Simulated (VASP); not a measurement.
A run of VASP 6.6.1:

INCAR

```
SYSTEM = TaN
PREC     = Accurate       ! precision mode
ENCUT    = 520            ! plane-wave cutoff, eV
EDIFF    = 1E-8           ! SCF threshold, eV
ISMEAR   = -1             ! smearing method
SIGMA    = 0.02           ! smearing width, eV
LREAL    = .False.        ! projectors in reciprocal space
LASPH    = .True.         ! aspherical terms in the spheres
NELM     = 120            ! most SCF steps
ALGO     = Normal         ! electronic algorithm
ISIF     = 2              ! what is computed and relaxed
LWAVE    = .False.        ! write WAVECAR
LCHARG   = .False.        ! write CHGCAR
GGA      = CA             ! functional
LEFG     = .True.       
NBANDS   = 16             ! bands
GGA_COMPAT= .False.
```

KPOINTS

```
Automatic mesh
0
Gamma
  12 12 10
  0 0 0
```

The input POSCAR:

```
TaN
1.0
    2.8982913036      0.0000000000      0.0000000000
   -1.4491456518      2.5099938965      0.0000000000
    0.0000000000      0.0000000000      2.8440357641
Ta N
1 1
Direct
    0.3333333333      0.6666666667      0.5000000000
    0.0000000000      0.0000000000      0.0000000000
```

Potentials or basis: VASP PAW LDA potentials, release 64 (Ta_sv_GW, N).

The run is started by

```console
$ cat potpaw_LDA.64/Ta_sv_GW/POTCAR potpaw_LDA.64/N/POTCAR > POTCAR
$ mpirun -np 1 vasp_std > vasp.out
```

Hardware: 1 thread of Intel(R) Xeon(R) Platinum 8259CL CPU @ 2.50GHz (Skylake/Cascade Lake), on a shared host.

How long does it take, and how much memory?

Wall time 34 s on 1 thread of Intel(R) Xeon(R) Platinum 8259CL CPU @ 2.50GHz (Skylake/Cascade Lake), with other jobs on the host, peak memory 0.16 GiB. Counts: scf iterations 14, k points 114.
